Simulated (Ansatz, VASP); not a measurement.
## Two plane-wave programs on SiC

File INCAR:

```
ALGO = Normal
EDIFF = 1E-6
ENCUT = 520
GGA = PE
ISIF = 2
ISMEAR = 0
LASPH = T
LCHARG = T
LELF = T
LREAL = F
LVHAR = T
LWAVE = F
NBANDS = 11
NELM = 80
PREC = Accurate
SIGMA = 0.05
```

The input KPOINTS:

```
k-points
0
Gamma
  12 12 12
```

POSCAR

```
SiC
1.0
    0.0000000000      1.9130224918      2.8695337377
    1.9130224918      0.0000000000      2.8695337377
    1.9130224918      1.9130224918      0.0000000000
Si C
1 1
Direct
    0.0000000000      0.0000000000      0.0000000000
    0.7500000000      0.7500000000      0.7500000000
```

Input for Ansatz:

```yaml
crystal:
  lattice:
    - [0.0, 1.9130224918, 2.8695337377]
    - [1.9130224918, 0.0, 2.8695337377]
    - [1.9130224918, 1.9130224918, 0.0]
  atoms:
    - { symbol: Si, position: [0.0, 0.0, 0.0] }
    - { symbol: C, position: [0.75, 0.75, 0.75] }
basis:
  ecutwfc: 420
kpoints:
  mp_grid: { grid: [12, 12, 12] }
hamiltonian:
  xc: pbe
scf:
  occupations: { method: gaussian, width: 0.05 }
output:
  forces: true
  stress: true
  eigenvalues: true
```

Alike in both runs: task single point; functional PBE; k mesh 12 × 12 × 12; occupations gaussian, width 0.05 eV; no spin polarisation.

|  | VASP | Ansatz |
| --- | --- | --- |
| version | VASP 6.6.1 | Ansatz 0.2.0 |
| potentials or method | VASP PAW PBE potentials, release 64 (Si, C), cutoff 520 eV | scalar-relativistic, plane waves, PAW |
| valence electrons in the cell | 8 | 8 |

```tsv
	VASP	Ansatz	Ansatz less VASP
gap on the k mesh at the Fermi level (eV)	none	none	-
pressure (GPa)	-1.5	-1.5	-0.02
traceless stress, the component that is largest in VASP (GPa)	-79.33	-79.46	-0.136
```

A gap of «none» marks a metal or a gap that the smearing closes. The functional is the same, so the differences come from potentials, cutoffs and numerics.
